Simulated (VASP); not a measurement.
# HfZr2S6 (R-3) in VASP: notebook

Aim: see how the results for HfZr2S6 move with the level of theory and the settings. Levels: PBE, PBEsol. Tasks: single point.

Everything below comes from runs of VASP 6.6.1. Logs are shortened: lines on timing, memory, paths and dates and some standing lists are left out, and cuts for length are marked.

### 1 The cell of the first run

It takes space group R-3 (No. 148, trigonal). Conventional cell: a = 6.364 Å, b = 6.364 Å, c = 20.328 Å, α = 90.00°, β = 90.00°, γ = 120.00°. Zr (site symmetry 3) has 6 S at 2.57 Å within 3.4 Å. Hf (site symmetry -3) has 6 S at 2.56 Å within 3.4 Å. S (site symmetry 1) has 1 Hf at 2.56 Å and 2 Zr at 2.57 Å within 3.4 Å.

### 2 Single point, PBE

INCAR

```
SYSTEM = HfZr2S6
PREC = Accurate
ENCUT = 520
EDIFF = 1E-7
ISMEAR = 0
SIGMA = 0.02
LREAL = .False.
LASPH = .True.
NELM = 60
ALGO = Normal
ISIF = 2
LWAVE = .False.
LCHARG = .False.
GGA = PE
NBANDS = 45
```

KPOINTS

```
Automatic mesh
0
Gamma
  6 6 6
  0 0 0
```

POSCAR

```
HfZr2S6
1.0
    3.1818813539      1.8370600562      6.7758399381
   -3.1818813539      1.8370600562      6.7758399381
    0.0000000000     -3.6741201125      6.7758399381
Zr Hf S
2 1 6
Direct
    0.1666617970      0.1666617970      0.1666617970
    0.8333382030      0.8333382030      0.8333382030
    0.5000000000      0.5000000000      0.5000000000
    0.0977510232      0.4287870506      0.7598043137
    0.4287870506      0.7598043137      0.0977510232
    0.7598043137      0.0977510232      0.4287870506
    0.2401956863      0.9022489768      0.5712129494
    0.5712129494      0.2401956863      0.9022489768
    0.9022489768      0.5712129494      0.2401956863
```

Potentials or basis: VASP PAW PBE potentials, release 64 (Zr_sv, Hf_pv, S).

Run with:

```bash
$ cat potpaw_PBE.64/Zr_sv/POTCAR potpaw_PBE.64/Hf_pv/POTCAR potpaw_PBE.64/S/POTCAR > POTCAR
$ mpirun -np 1 vasp_std > vasp.out
```

OUTCAR:

```text
SYSTEM = HfZr2S6
   PREC = Accurate
   ENCUT = 520
   EDIFF = 1E-7
   ISMEAR = 0
   LREAL = .False.
   LASPH = .True.
   NELM = 60
   ISIF = 2
   GGA = PE

 ion  position               nearest neighbor table
   1  0.167  0.167  0.167-   5 2.57   6 2.57   4 2.57   9 2.57   8 2.57   7 2.57   3 3.67   3 3.67
                             3 3.67   2 3.67   2 3.67   2 3.67
   2  0.833  0.833  0.833-   8 2.57   7 2.57   9 2.57   4 2.57   5 2.57   6 2.57   3 3.67   3 3.67
                             3 3.67   1 3.67   1 3.67   1 3.67
   3  0.500  0.500  0.500-   6 2.56   7 2.56   4 2.56   9 2.56   8 2.56   5 2.56   1 3.67   1 3.67
                             2 3.67   2 3.67   1 3.67   2 3.67
   4  0.098  0.429  0.760-   3 2.56   1 2.57   2 2.57
   5  0.429  0.760  0.098-   3 2.56   1 2.57   2 2.57
   6  0.760  0.098  0.429-   3 2.56   1 2.57   2 2.57
   7  0.240  0.902  0.571-   3 2.56   2 2.57   1 2.57
   8  0.571  0.240  0.902-   3 2.56   2 2.57   1 2.57
   9  0.902  0.571  0.240-   3 2.56   2 2.57   1 2.57

  LATTYP: Found a trigonal (rhomboedric) cell.
 ALAT       =     7.7078638719
 COS(alpha) =     0.6591762215

  Lattice vectors:

 A1 = (   3.1818813539,   1.8370600562,   6.7758399381)
 A2 = (  -3.1818813539,   1.8370600562,   6.7758399381)
 A3 = (   0.0000000000,  -3.6741201125,   6.7758399381)

Analysis of symmetry for initial positions (statically):
=====================================================================
 Subroutine PRICEL returns:
 Original cell was already a primitive cell.

 Routine SETGRP: Setting up the symmetry group for a
 trigonal (rhombohedral) supercell.

 Subroutine GETGRP returns: Found  6 space group operations
 (whereof  6 operations were pure point group operations)
 out of a pool of 12 trial point group operations.

The static configuration has the point symmetry S_6 .

Analysis of symmetry for dynamics (positions and initial velocities):
=====================================================================
 Subroutine PRICEL returns:
 Original cell was already a primitive cell.

 Routine SETGRP: Setting up the symmetry group for a
 trigonal (rhombohedral) supercell.

 Subroutine GETGRP returns: Found  6 space group operations
 (whereof  6 operations were pure point group operations)
 out of a pool of 12 trial point group operations.

The dynamic configuration has the point symmetry S_6 .

 Subroutine INISYM returns: Found  6 space group operations
 (whereof  6 operations are pure point group operations),
 and found     1 'primitive' translations

[... 120 lines left out ...]
   NUPDOWN=      -1.0000    fix difference up-down
   EMIN   =  10.00;   EMAX   =-10.00  energy-range for DOS
   EFERMI =   0.00;   METHOD = LEGACY
   ISMEAR =     0;   SIGMA  =   0.02  broadening in eV -4-tet -1-fermi 0-gaus
   EFERMI_NEDOS =   21; number of points for ismear=-14 and -15
   IALGO  =     38    algorithm
   IMIX   =      4    mixing-type and parameters
     AMIX     =   0.40;   BMIX     =  1.00
     AMIX_MAG =   1.60;   BMIX_MAG =  1.00
  volume/ion in A,a.u.               =      26.40       178.19
  Fermi-wavevector in a.u.,A,eV,Ry     =   1.089265  2.058413 16.143293  1.186499
  Thomas-Fermi vector in A             =   2.225465
   LORBIT       =      0    0 simple, 1 ext, 2 COOP (PROOUT), +10 PAW based schemes
   GGA     = PE    functional components
   LHFCALC =     F    Hartree Fock is set to
   AEXX    =    0.0000 exact exchange contribution
   IVDW    =     0    specifies the selected vdW correction
   LEPSILON=     F    determine dielectric tensor
   LRPA    =     F    only Hartree local field effects (RPA)
 non-spin polarized calculation
 Gauss-broadening in eV      SIGMA  =   0.02
  energy-cutoff  :      520.00
  volume of cell :      237.64
 maximum number of plane-waves:      6430
 NGX is ok and might be reduce to    60
   NGX = 29   NGY = 29   NGZ = 29

 number of electron      70.0000001 magnetization

 Free energy of the ion-electron system (eV)
  ---------------------------------------------------
  ext. energy  EPLUGINS =         0.00000000
  ---------------------------------------------------
  free energy    TOTEN  =       -65.81345049 eV

  energy without entropy =      -65.81345049  energy(sigma->0) =      -65.81345049

 E-fermi :   2.6438     XC(G=0):  -8.6488

 val. band max:        2.5397267590   @ k =   0.0000   0.0000   0.0000
 cond. band min:       3.7027061764   @ k =   0.5000   0.0000   0.0000
 fundamental gap:      1.1629794175
 Fermi energy:         2.6438255292

 k-point     1 :       0.0000    0.0000    0.0000
  band No.  band energies     occupation
      1     -46.3796      2.00000
      2     -46.3659      2.00000
      3     -28.0584      2.00000
      4     -28.0581      2.00000
      5     -28.0581      2.00000
      6     -24.4619      2.00000
[... 1141 lines left out ...]
     44       6.3149      0.00000
     45       7.0770      0.00000

 [... further k-points ...]

------------------------ aborting loop because EDIFF is reached ----------------------------------------

  FORCE on cell =-STRESS in cart. coord.  units (eV):
  Direction    XX          YY          ZZ          XY          YZ          ZX
  --------------------------------------------------------------------------------------
  -------------------------------------------------------------------------------------
  Total       -0.3120974     -0.3120974     -0.2031275     -0.0000000      0.0000000     -0.0000000
  in kB       -2.1041612     -2.1041612     -1.3694861     -0.0000000      0.0000000     -0.0000000
  external PRESSURE =      -1.8592695 kB  Pullay stress =       0.0000000 kB

 VOLUME and BASIS-vectors are now :
 -----------------------------------------------------------------------------
  energy-cutoff  :      520.00
  volume of cell :      237.64
      direct lattice vectors                 reciprocal lattice vectors
     3.181881354  1.837060056  6.775839938     0.157139737  0.090724670  0.049194393
    -3.181881354  1.837060056  6.775839938    -0.157139737  0.090724670  0.049194393
     0.000000000 -3.674120112  6.775839938     0.000000000 -0.181449339  0.049194393

 POSITION                                       TOTAL-FORCE (eV/Angst)
 -----------------------------------------------------------------------------------
      0.00000     -0.00000      3.38782        -0.000000     -0.000000      0.000076
      0.00000     -0.00000     16.93970        -0.000000      0.000000     -0.000076
      0.00000     -0.00000     10.16376        -0.000000      0.000000     -0.000000
     -1.05332     -1.82433      8.71605         0.018184      0.031464      0.017120
     -1.05326      1.82436      8.71605         0.018157     -0.031480      0.017120
      2.10658     -0.00003      8.71605        -0.036341      0.000015      0.017120
     -2.10658      0.00003     11.61147         0.036341     -0.000015     -0.017120
      1.05326     -1.82436     11.61147        -0.018157      0.031480     -0.017120
      1.05332      1.82433     11.61147        -0.018184     -0.031464     -0.017120
 -----------------------------------------------------------------------------------
    total drift:                                0.000000      0.000000     -0.000000

  FREE ENERGIE OF THE ION-ELECTRON SYSTEM (eV)
  ---------------------------------------------------
  free  energy   TOTEN  =       -65.8134504893 eV

  energy  without entropy=      -65.8134504893  energy(sigma->0) =      -65.81345049
```

stdout:

```text
POSCAR found type information on POSCAR ZrHfS
 POSCAR found :  3 types and       9 ions
 scaLAPACK will be used
 LDA part: xc-table for (Slater+PW92), standard interpolation
 POSCAR, INCAR and KPOINTS ok, starting setup
 FFT: planning ... GRIDC
 FFT: planning ... GRID_SOFT
 FFT: planning ... GRID
 WAVECAR not read
 entering main loop
```

Run time: 6.7 min. Hardware: 1 thread of Intel Xeon 6975P-C (Granite Rapids), shared host; peak memory 0.73 GiB.

Results:

| Quantity | Value |
| --- | --- |
| Free energy | -65.8135 eV |
| Pressure | -0.2 GPa |
| Largest force | 0.040 eV/Å |
| Band gap on the k mesh | 1.16 eV (least direct gap 1.60 eV) |

Forces on the atoms (eV/Å):
```
Zr   0.000  0.000  0.000
Zr   0.000  0.000  0.000
Hf   0.000  0.000  0.000
S    0.018  0.031  0.017
S    0.018 -0.031  0.017
S   -0.036  0.000  0.017
S    0.036  0.000 -0.017
S   -0.018  0.031 -0.017
S   -0.018 -0.031 -0.017
```

Levels at points of the mesh, in eV from the valence-band top:
```
           k point  band 32  band 33  band 34  band 35  band 36  band 37  band 38  band 39
(0.00, 0.00, 0.00)    -1.54    -0.42     0.00     0.00     1.79     1.79     2.36     2.38
(0.50, 0.00, 0.00)    -1.00    -0.95    -0.47    -0.44     1.16     2.07     2.26     2.38
(0.50, 0.50, 0.00)    -1.33    -0.99    -0.54    -0.50     1.27     2.10     2.30     2.31
(0.50, 0.50, 0.50)    -1.48    -1.16    -0.02    -0.02     1.79     1.79     2.36     2.45
```

Caveat: spin-orbit coupling is left out, which moves the levels of the heavy elements.

[end of part 1 of 2]
